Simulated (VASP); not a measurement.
# Li: relaxation of cell and atoms with PBE

The system is Li.

```
Li
1.0
     3.45000    0.00000    0.00000
     0.00000    3.45000    0.00000
     0.00000    0.00000    3.45000
Li
2
Direct
  0.00000 0.00000 0.00000
  0.50000 0.50000 0.50000
```

```json
{
 "Program": "VASP 6.6.1",
 "Task": "relaxation of cell and atoms",
 "Functional": "PBE",
 "Potentials or basis": "VASP PAW PBE potentials, release 64 (Li_sv)",
 "Cutoff": "600 eV",
 "k mesh": "20 × 20 × 20",
 "Occupations": "methfessel-paxton, width 0.1 eV",
 "Spin": "no spin polarisation",
 "Dipole correction": "no",
 "Further INCAR settings": "ALGO = Normal; EDIFF = 1e-06; IBRION = 2; EDIFFG = -0.005; NSW = 80; ISIF = 3"
}
```

```yaml
Relaxed_volume: 20.09 Å³/atom
Relaxed_cell: a = 3.425 Å, b = 3.425 Å, c = 3.425 Å, α = 90.00°, β = 90.00°, γ = 90.00°
Space_group_after_relaxing_to_0.1_Å: Im-3m (No. 229)
Energy_gained_by_relaxing: 0.4 meV/atom
Ionic_steps: 3
Pressure_after_relaxing: 0.0 GPa
Band_gap_on_the_k_mesh: zero (bands 3 and 4 overlap by 4.55 eV)
```

Step by step:
```csv
step,energy change (eV),largest force (eV/Å),pressure (GPa),volume (Å³)
1,0.0000,0.0000,-0.29,41.06
2,-0.0004,0.0000,-0.22,40.84
3,-0.0008,0.0000,-0.01,40.19
```

Final structure:
```cif
data_structure
_symmetry_space_group_name_H-M 'P 1'
_symmetry_Int_Tables_number 1
_cell_length_a 3.4252
_cell_length_b 3.4252
_cell_length_c 3.4252
_cell_angle_alpha 90.000
_cell_angle_beta 90.000
_cell_angle_gamma 90.000
_cell_volume 40.19
loop_
_atom_site_label
_atom_site_type_symbol
_atom_site_fract_x
_atom_site_fract_y
_atom_site_fract_z
_atom_site_occupancy
Li1 Li 0.00000 0.00000 0.00000 1
Li2 Li 0.50000 0.50000 0.50000 1
```

Levels at points of the mesh, in eV from the Fermi level:
| k point | band 1 | band 2 | band 3 | band 4 | band 5 | band 6 | band 7 |
| --- | --- | --- | --- | --- | --- | --- | --- |
| (0.00, 0.00, 0.00) | -46.53 | -46.50 | -3.59 | 5.53 | 5.53 | 5.53 | 7.79 |
| (0.50, 0.00, 0.00) | -46.51 | -46.51 | -1.17 | -1.17 | 8.57 | 8.57 | 8.57 |
| (0.50, 0.50, 0.00) | -46.51 | -46.51 | 0.22 | 0.22 | 3.26 | 3.26 | 10.40 |
| (0.50, 0.50, 0.50) | -46.51 | -46.51 | 3.38 | 3.38 | 3.38 | 3.38 | 3.38 |

Wall time 57 s on 1 thread of Intel(R) Xeon(R) 6975P-C (Granite Rapids), on a shared host, peak memory 0.19 GiB.

Caveat: the cutoff is under 1.25 times the usual one of these potentials, so pressure, stress and relaxed cells hold a basis-set (Pulay) error.
